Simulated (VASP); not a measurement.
# Li4TaO (P6/mmm) in VASP: a series of runs, part 2 of 2

VASP 6.6.1.

## 5. Single point, PBE, collinear spin, ferromagnetic start

This run uses another cell than the first one, of 10.91 Å³/atom, 1.100 times its volume.

INCAR reads:

```
PREC = Accurate ; ENCUT = 520
EDIFF = 1E-6 ; ISMEAR = 0
SIGMA = 0.1 ; LREAL = False
LASPH = True ; NELM = 150
ALGO = Normal ; ISIF = 2
LWAVE = False ; LCHARG = False
ISPIN = 2 ; MAGMOM = 0 0 0 0 1 0
LORBIT = 11 ; LMAXMIX = 4
GGA = PE ; NBANDS = 28
```

KPOINTS reads:

```
regular mesh
0
Gamma
  6 6 4
```

POSCAR reads:

```
Li4TaO
1.0
    3.2092816252      0.0000000000      0.0000000000
   -1.6046408126      2.7793194154      0.0000000000
    0.0000000000      0.0000000000      7.3405586059
Li Ta O
4 1 1
Direct
    0.6666666667      0.3333333333      0.3336107784
    0.3333333333      0.6666666667      0.6663892216
    0.3333333333      0.6666666667      0.3336107784
    0.6666666667      0.3333333333      0.6663892216
    0.0000000000      0.0000000000      0.0000000000
    0.0000000000      0.0000000000      0.5000000000
```

Potentials or basis: VASP PAW PBE potentials, release 64 (Li_sv, Ta_pv, O).

On the command line:

```console
> cat potpaw_PBE.64/Li_sv/POTCAR potpaw_PBE.64/Ta_pv/POTCAR potpaw_PBE.64/O/POTCAR > POTCAR
> mpirun -np 1 vasp_std > vasp.out
```

OUTCAR:

```text
PREC = Accurate
   ENCUT = 520
   EDIFF = 1E-6
   ISMEAR = 0
   LREAL = False
   LASPH = True
   NELM = 150
   ISIF = 2
   ISPIN = 2
   LORBIT = 11
   GGA = PE

 ion  position               nearest neighbor table
   1  0.667  0.333  0.334-   3 1.85   3 1.85   3 1.85   6 2.22   6 2.22   6 2.22   4 2.44   5 3.07
                             5 3.07   5 3.07
   2  0.333  0.667  0.666-   4 1.85   4 1.85   4 1.85   6 2.22   6 2.22   6 2.22   3 2.44   5 3.07
                             5 3.07   5 3.07
   3  0.333  0.667  0.334-   1 1.85   1 1.85   1 1.85   6 2.22   6 2.22   6 2.22   2 2.44   5 3.07
                             5 3.07   5 3.07
   4  0.667  0.333  0.666-   2 1.85   2 1.85   2 1.85   6 2.22   6 2.22   6 2.22   1 2.44   5 3.07
                             5 3.07   5 3.07
   5  0.000  0.000  0.000-   1 3.07   2 3.07   3 3.07   4 3.07   1 3.07   4 3.07   2 3.07   3 3.07
                             1 3.07   4 3.07   2 3.07   3 3.07
   6  0.000  0.000  0.500-   1 2.22   2 2.22   3 2.22   4 2.22   1 2.22   4 2.22   2 2.22   3 2.22
                             1 2.22   4 2.22   2 2.22   3 2.22

  LATTYP: Found a hexagonal cell.
 ALAT       =     3.2092816252
 C/A-ratio  =     2.2872902609

  Lattice vectors:

 A1 = (   3.2092816252,   0.0000000000,   0.0000000000)
 A2 = (  -1.6046408126,   2.7793194154,   0.0000000000)
 A3 = (   0.0000000000,   0.0000000000,   7.3405586059)

Analysis of symmetry for initial positions (statically):
=====================================================================
 Subroutine PRICEL returns:
 Original cell was already a primitive cell.

 Routine SETGRP: Setting up the symmetry group for a
 hexagonal supercell.

 Subroutine GETGRP returns: Found 24 space group operations
 (whereof 24 operations were pure point group operations)
 out of a pool of 24 trial point group operations.

The static configuration has the point symmetry D_6h.

Analysis of symmetry for dynamics (positions and initial velocities):
=====================================================================
 Subroutine PRICEL returns:
 Original cell was already a primitive cell.

[... 189 lines left out ...]
      3     -42.8847      1.00000
      4     -42.8614      1.00000
      5     -29.5673      1.00000
      6     -29.2691      1.00000
[... 598 lines left out ...]
     25      12.9319      0.00000
     26      13.6870      0.00000
 Fermi energy:         4.9718262492

 spin component 2

 k-point     1 :       0.0000    0.0000    0.0000
  band No.  band energies     occupation
      1     -43.7344      1.00000
      2     -43.6899      1.00000
      3     -42.8848      1.00000
      4     -42.8615      1.00000
      5     -29.5678      1.00000
      6     -29.2694      1.00000
[... 598 lines left out ...]
     25      12.9316      0.00000
     26      13.6868      0.00000
 [bands above 26 left out]

------------------------ aborting loop because EDIFF is reached ----------------------------------------

  FORCE on cell =-STRESS in cart. coord.  units (eV):
  Direction    XX          YY          ZZ          XY          YZ          ZX
  --------------------------------------------------------------------------------------
  -------------------------------------------------------------------------------------
  Total       -0.0947401     -0.0947401     -0.1007907      0.0000000      0.0000000      0.0000000
  in kB       -2.3182963     -2.3182963     -2.4663559      0.0000000      0.0000000      0.0000000
  external PRESSURE =      -2.3676495 kB  Pullay stress =       0.0000000 kB

 VOLUME and BASIS-vectors are now :
 -----------------------------------------------------------------------------
  energy-cutoff  :      520.00
  volume of cell :       65.47
      direct lattice vectors                 reciprocal lattice vectors
     3.209281625  0.000000000  0.000000000     0.311596213  0.179900157  0.000000000
    -1.604640813  2.779319415  0.000000000     0.000000000  0.359800315  0.000000000
     0.000000000  0.000000000  7.340558606     0.000000000  0.000000000  0.136229414

 POSITION                                       TOTAL-FORCE (eV/Angst)
 -----------------------------------------------------------------------------------
      1.60464      0.92644      2.44889         0.000000      0.000000      0.004275
     -0.00000      1.85288      4.89167        -0.000000      0.000000     -0.004275
     -0.00000      1.85288      2.44889        -0.000000      0.000000      0.004275
      1.60464      0.92644      4.89167        -0.000000      0.000000     -0.004275
      0.00000      0.00000      0.00000         0.000000      0.000000      0.000000
      0.00000      0.00000      3.67028         0.000000      0.000000      0.000000
 -----------------------------------------------------------------------------------
    total drift:                                0.000000      0.000000      0.000000

  FREE ENERGIE OF THE ION-ELECTRON SYSTEM (eV)
  ---------------------------------------------------
  free  energy   TOTEN  =       -24.8539619479 eV

  energy  without entropy=      -24.8376332767  energy(sigma->0) =      -24.84579761

 total charge

# of ion       s       p       d       tot
------------------------------------------
    1        2.047   0.093   0.000   2.139
    2        2.047   0.093   0.000   2.139
    3        2.047   0.093   0.000   2.139
    4        2.047   0.093   0.000   2.139
    5        0.336   6.111   2.099   8.546
    6        1.552   3.404   0.000   4.955
--------------------------------------------------
tot         10.075   9.885   2.099  22.059

 magnetization (x)

# of ion       s       p       d       tot
------------------------------------------
    1       -0.000  -0.000   0.000  -0.000
    2       -0.000  -0.000   0.000  -0.000
    3       -0.000  -0.000   0.000  -0.000
    4       -0.000  -0.000   0.000  -0.000
    5       -0.000  -0.000  -0.001  -0.001
    6       -0.000  -0.000   0.000  -0.000
--------------------------------------------------
tot         -0.000  -0.000  -0.001  -0.001
```

OSZICAR:

```text
N       E                     dE             d eps       ncg     rms          rms(c)
DAV:   1     0.232316199349E+03    0.23232E+03   -0.13617E+04  2352   0.115E+03
DAV:   2    -0.286035782891E+01   -0.23518E+03   -0.22379E+03  2632   0.326E+02
DAV:   3    -0.266299487105E+02   -0.23770E+02   -0.22755E+02  4324   0.714E+01
[... 13 lines left out ...]
DAV:  17    -0.248539217690E+02   -0.69315E-04   -0.21905E-04  2644   0.470E-02    0.103E-02
DAV:  18    -0.248539458345E+02   -0.24065E-04   -0.93809E-05  3008   0.321E-02    0.667E-03
DAV:  19    -0.248539523947E+02   -0.65602E-05   -0.18204E-05  3196   0.142E-02    0.555E-03
DAV:  20    -0.248539608657E+02   -0.84710E-05   -0.91734E-05  2728   0.306E-02    0.115E-02
DAV:  21    -0.248539620176E+02   -0.11519E-05   -0.33404E-05  2968   0.185E-02    0.664E-03
DAV:  22    -0.248539619479E+02    0.69662E-07   -0.14651E-06  2452   0.582E-03
   1 F= -.24853962E+02 E0= -.24845798E+02  d E =-.163287E-01  mag=     0.0004
```

It took 59 s on 1 thread of Intel Xeon 6975P-C (Granite Rapids), shared host; peak memory 0.23 GiB.

What came out:

```yaml
Free_energy: -24.8540 eV
Largest_force: 0.004 eV/Å
Net_moment: 0.00 μB per cell
Valence_electrons_inside_the_program's_atomic_spheres: Li 2.14; Ta 8.55; O 4.96
```

Forces on the atoms (eV/Å):
```
Li   0.000  0.000  0.004
Li   0.000  0.000 -0.004
Li   0.000  0.000  0.004
Li   0.000  0.000 -0.004
Ta   0.000  0.000  0.000
O    0.000  0.000  0.000
```

Caveat: the k points lie up to 0.38 Å⁻¹ apart; the cutoff is under 1.25 times the usual one of these potentials, so pressure, stress and relaxed cells hold a basis-set (Pulay) error; spin-orbit coupling is left out, which moves the levels of the heavy elements.

## 6. Relaxation of cell and atoms, PBE

This run uses another cell than the first one, of 10.91 Å³/atom, 1.100 times its volume.

INCAR reads:

```
SYSTEM = Li4TaO
ALGO = Normal ; EDIFF = 1E-6
EDIFFG = -0.01 ; ENCUT = 600
GGA = PE ; IBRION = 2
ISIF = 3 ; ISMEAR = 0
LASPH = .TRUE. ; LCHARG = .FALSE.
LREAL = .FALSE. ; LWAVE = .FALSE.
NELM = 80 ; NSW = 100
PREC = Accurate ; SIGMA = 0.1
```

KPOINTS reads:

```
k-points
0
G
  12 12 6
  0 0 0
```

POSCAR is that of step 5.

Potentials or basis: VASP PAW PBE potentials, release 64 (Li_sv, Ta_pv, O).

On the command line:

```console
> cat potpaw_PBE.64/Li_sv/POTCAR potpaw_PBE.64/Ta_pv/POTCAR potpaw_PBE.64/O/POTCAR > POTCAR
> mpirun -np 1 vasp_std > vasp.out
```

OUTCAR:

```text
SYSTEM = Li4TaO
   EDIFF = 1E-6
   EDIFFG = -0.01
   ENCUT = 600
   GGA = PE
   IBRION = 2
   ISIF = 3
   ISMEAR = 0
   LASPH = .TRUE.
   LREAL = .FALSE.
   NELM = 80
   NSW = 100
   PREC = Accurate

 ion  position               nearest neighbor table
   1  0.667  0.333  0.334-   3 1.85   3 1.85   3 1.85   6 2.22   6 2.22   6 2.22   4 2.44   5 3.07
                             5 3.07   5 3.07
   2  0.333  0.667  0.666-   4 1.85   4 1.85   4 1.85   6 2.22   6 2.22   6 2.22   3 2.44   5 3.07
                             5 3.07   5 3.07
   3  0.333  0.667  0.334-   1 1.85   1 1.85   1 1.85   6 2.22   6 2.22   6 2.22   2 2.44   5 3.07
                             5 3.07   5 3.07
   4  0.667  0.333  0.666-   2 1.85   2 1.85   2 1.85   6 2.22   6 2.22   6 2.22   1 2.44   5 3.07
                             5 3.07   5 3.07
   5  0.000  0.000  0.000-   1 3.07   2 3.07   3 3.07   4 3.07   1 3.07   4 3.07   2 3.07   3 3.07
                             1 3.07   4 3.07   2 3.07   3 3.07
   6  0.000  0.000  0.500-   1 2.22   2 2.22   3 2.22   4 2.22   1 2.22   4 2.22   2 2.22   3 2.22
                             1 2.22   4 2.22   2 2.22   3 2.22

  LATTYP: Found a hexagonal cell.
 ALAT       =     3.2092816252
 C/A-ratio  =     2.2872902609

  Lattice vectors:

 A1 = (   3.2092816252,   0.0000000000,   0.0000000000)
 A2 = (  -1.6046408126,   2.7793194154,   0.0000000000)
 A3 = (   0.0000000000,   0.0000000000,   7.3405586059)

[... 190 lines left out ...]
  --------------------------------------------------------------------------------------
  -------------------------------------------------------------------------------------
  Total       -0.1187739     -0.1187739     -0.2945269     -0.0000000      0.0000000      0.0000000
  in kB       -2.9064044     -2.9064044     -7.2070927     -0.0000000      0.0000000      0.0000000
  external PRESSURE =      -4.3399672 kB  Pullay stress =       0.0000000 kB
[... 67 lines left out ...]
--------------------------------------- Ionic step        3  -------------------------------------------

 number of electron      28.9999979 magnetization

 Free energy of the ion-electron system (eV)
  ---------------------------------------------------
  ext. energy  EPLUGINS =         0.00000000
  ---------------------------------------------------
  free energy    TOTEN  =       -24.83190828 eV

  energy without entropy =      -24.81324356  energy(sigma->0) =      -24.82257592

 E-fermi :   5.0139     XC(G=0): -10.3674

 val. band max:        5.0099144101   @ k =   0.4167   0.0833   0.3333
 cond. band min:       5.0147362149   @ k =   0.1667   0.0833   0.3333
 fundamental gap:      0.0048218048
 Fermi energy:         5.0138699615

 k-point     1 :       0.0000    0.0000    0.0000
  band No.  band energies     occupation
      1     -43.6923      2.00000
      2     -43.6466      2.00000
      3     -42.8342      2.00000
      4     -42.8101      2.00000
      5     -29.4794      2.00000
      6     -29.1660      2.00000
[... 481 lines left out ...]
      5     -29.4419      2.00000
      6     -29.4387      2.00000
[... 10 lines left out ...]
     17       6.8658      0.00000
     18       8.3991      0.00000

 [... further k-points ...]
[... 5 lines left out ...]
  --------------------------------------------------------------------------------------
  -------------------------------------------------------------------------------------
  Total        0.0078262      0.0078262      0.0082559     -0.0000000     -0.0000000     -0.0000000
  in kB        0.1927059      0.1927059      0.2032877     -0.0000000     -0.0000000     -0.0000000
  external PRESSURE =       0.1962332 kB  Pullay stress =       0.0000000 kB
[... 21 lines left out ...]
  FREE ENERGIE OF THE ION-ELECTRON SYSTEM (eV)
  ---------------------------------------------------
  free  energy   TOTEN  =       -24.8319082823 eV

  energy  without entropy=      -24.8132435566  energy(sigma->0) =      -24.82257592

 reached required accuracy - stopping structural energy minimisation
```

Wall time 1.9 min (1 thread of Intel Xeon 6975P-C (Granite Rapids), shared host); peak memory 0.3 GiB.

Results:

```yaml
Free_energy: -24.8319 eV
Relaxed_volume: 10.84 Å³/atom
Relaxed_cell: a = 3.205 Å, b = 3.205 Å, c = 7.315 Å, α = 90.00°, β = 90.00°, γ = 120.00°
Space_group_after_relaxing_to_0.05_Å: P6/mmm (No. 191)
Energy_gained_by_relaxing: 0.1 meV/atom
Ionic_steps: 3
Pressure_after_relaxing: 0.0 GPa
Largest_force_after_relaxing: 0.004 eV/Å
```

Forces in eV/Å, atoms in the order of the input:
```
Li   0.000  0.000 -0.004
Li   0.000  0.000  0.004
Li   0.000  0.000 -0.004
Li   0.000  0.000  0.004
Ta   0.000  0.000  0.000
O    0.000  0.000  0.000
```

The path:
```
step  energy change (eV)  largest force (eV/Å)  pressure (GPa)  volume (Å³)
   1              0.0000                0.0040           -0.43        65.47
   2             -0.0006                0.0042           -0.13        65.20
   3             -0.0006                0.0044            0.02        65.07
```

Final structure:
```
CELL_PARAMETERS angstrom
3.20481 0.00000 0.00000
-1.60241 2.77545 0.00000
0.00000 0.00000 7.31522
ATOMIC_POSITIONS crystal
Li 0.66667 0.33333 0.33357
Li 0.33333 0.66667 0.66643
Li 0.33333 0.66667 0.33357
Li 0.66667 0.33333 0.66643
Ta 0.00000 0.00000 0.00000
O 0.00000 0.00000 0.50000
```

Caveat: the cutoff is under 1.25 times the usual one of these potentials, so pressure, stress and relaxed cells hold a basis-set (Pulay) error; spin-orbit coupling is left out, which moves the levels of the heavy elements; an odd number of electrons without spin polarisation forces a metal; a magnetic or distorted state may lie lower.

## 7. The runs side by side

| task | spin | cell | k mesh | cutoff (eV) | gap on the mesh (eV) | pressure (GPa) | moment (μB) | relaxed volume (Å³/atom) | largest force (eV/Å) |
| --- | --- | --- | --- | --- | --- | --- | --- | --- | --- |
| relaxation of cell and atoms | off | relaxed from a = 3.139, b = 3.139, c = 6.971 Å, angles 90.0, 90.0, 120.0°, 6 atoms | 6 × 6 × 4 | 600 | none | 0.0 | - | 10.88 | 0.01 |
| single point | collinear, ferromagnetic start | a = 3.139, b = 3.139, c = 6.971 Å, angles 90.0, 90.0, 120.0°, 6 atoms | 6 × 6 × 4 | 520 | none | - | 0.33 | - | 4.43 |
| single point | off | a = 3.210, b = 3.210, c = 7.325 Å, angles 90.0, 90.0, 120.0°, 6 atoms | 12 × 12 × 6 | 520 | none | - | - | - | - |
| single point | collinear, ferromagnetic start | a = 3.209, b = 3.209, c = 7.341 Å, angles 90.0, 90.0, 120.0°, 6 atoms | 6 × 6 × 4 | 520 | none | - | 0.00 | - | - |
| relaxation of cell and atoms | off | relaxed from a = 3.209, b = 3.209, c = 7.341 Å, angles 90.0, 90.0, 120.0°, 6 atoms | 12 × 12 × 6 | 600 | none | 0.0 | - | 10.84 | - |

Alike in all rows: level PBE; potentials or basis VASP PAW PBE potentials, release 64 (Li_sv, Ta_pv, O); smearing gaussian 0.1 eV.

Caveats: some runs use coarse meshes; the cutoff is under 1.25 times the usual one of these potentials, so pressure, stress and relaxed cells hold a basis-set (Pulay) error; spin-orbit coupling is left out, which moves the levels of the heavy elements; an odd number of electrons without spin polarisation forces a metal (some runs); a magnetic or distorted state may lie lower (some runs); forces of over 1 eV/Å act on the atoms, so gaps and moduli don't describe the material at rest (some runs).

Absolute energies hang on the potentials; compare differences alone.
